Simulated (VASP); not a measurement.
SmGaTe3:

```xyz
5
Lattice="5.1363 0.0000 0.0000 0.0000 5.1363 0.0000 0.0000 0.0000 5.1363" Properties=species:S:1:pos:R:3 pbc="T T T"
Sm    0.0000    0.0000    0.0000
Ga    2.5681    2.5681    2.5681
Te    0.0000    2.5681    2.5681
Te    2.5681    0.0000    2.5681
Te    2.5681    2.5681    0.0000
```

The cell was generated, and may not be a known phase.

| Property | Result |
| --- | --- |
| Program | VASP 6.6.1 |
| Task | relaxation of cell and atoms |
| Functional | PBE |
| Potentials or basis | VASP PAW PBE potentials, release 64 (Sm_3, Ga_d, Te), 4f in core |
| Cutoff | 500 eV |
| k mesh | 4 × 4 × 4 |
| Occupations | gaussian, width 0.1 eV |
| Spin | no spin polarisation |

At the start: pressure 8.4 GPa; volume 27.10 Å³/atom.

Task: Where does the relaxation end?

Result: Over 3 steps the energy falls by 87.1 meV/atom and the volume is 30.82 Å³/atom (+13.7 %); space group Pm-3m (No. 221, to 0.1 Å) before and after.

The path:
```
step  energy change (eV)  largest force (eV/Å)  pressure (GPa)  volume (Å³)
   1              0.0000                0.0000            8.43       135.50
   2             -0.3257                0.0000           -2.91       165.45
   3             -0.4353                0.0000            0.02       154.11
```

Final structure:
```
CELL_PARAMETERS angstrom
5.36143 0.00000 0.00000
0.00000 5.36143 0.00000
0.00000 0.00000 5.36143
ATOMIC_POSITIONS crystal
Sm 0.00000 0.00000 0.00000
Ga 0.50000 0.50000 0.50000
Te 0.00000 0.50000 0.50000
Te 0.50000 0.00000 0.50000
Te 0.50000 0.50000 0.00000
```
